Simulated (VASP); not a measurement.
Write the native input for VASP 6.6.1 that does the following.

| Item | Value |
| --- | --- |
| Task | single point |
| Functional | PBE |
| Potentials or basis | VASP PAW PBE potentials, release 64 (Ti_sv) |
| Cutoff | 520 eV |
| k mesh | 24 × 24 × 14 |
| Occupations | gaussian, width 0.15 eV |
| Spin | no spin polarisation |
| Dipole correction | no |
| Further INCAR settings | ALGO = Fast; EDIFF = 1e-07; NBANDS = 19 |

The structure of Ti lies in POSCAR:

```
Ti
1.0
    3.1735347062      0.0000000000      0.0000000000
   -1.5867673531      2.7483616754      0.0000000000
    0.0000000000      0.0000000000      4.6506340146
Ti
2
Direct
    0.3333333333      0.6666666667      0.2500000000
    0.6666666667      0.3333333333      0.7500000000
```

This cell differs from its parent crystal: strain +0.080 along x and y, +0.000 along z.

One way to write it, as run:

INCAR

```
SYSTEM = Ti
ALGO     = Fast           ! electronic algorithm
EDIFF    = 1E-7           ! SCF threshold, eV
ENCUT    = 520            ! plane-wave cutoff, eV
GGA      = PE             ! functional
ISIF     = 2              ! what is computed and relaxed
ISMEAR   = 0              ! smearing method
LASPH    = .True.         ! aspherical terms in the spheres
LCHARG   = .False.        ! write CHGCAR
LREAL    = .False.        ! projectors in reciprocal space
LWAVE    = .False.        ! write WAVECAR
NBANDS   = 19             ! bands
NELM     = 80             ! most SCF steps
PREC     = Accurate       ! precision mode
SIGMA    = 0.15           ! smearing width, eV
```

KPOINTS

```
k-points
0
Gamma
  24 24 14
  0 0 0
```

Potentials or basis: VASP PAW PBE potentials, release 64 (Ti_sv).

The run is started by

```console
$ cat potpaw_PBE.64/Ti_sv/POTCAR > POTCAR
$ mpirun -np 1 vasp_std > vasp.out
```

Results of the run:

* Pressure: -12.7 GPa
* Band gap on the k mesh: zero (bands 12 and 13 overlap by 1.01 eV)

Caveat: the cell differs from its parent crystal (strain +0.080 along x and y, +0.000 along z); the cell stands under tension.

It took 21 min on 1 thread of Intel Xeon 8259CL, with other jobs on the host, peak memory 0.4 GiB.
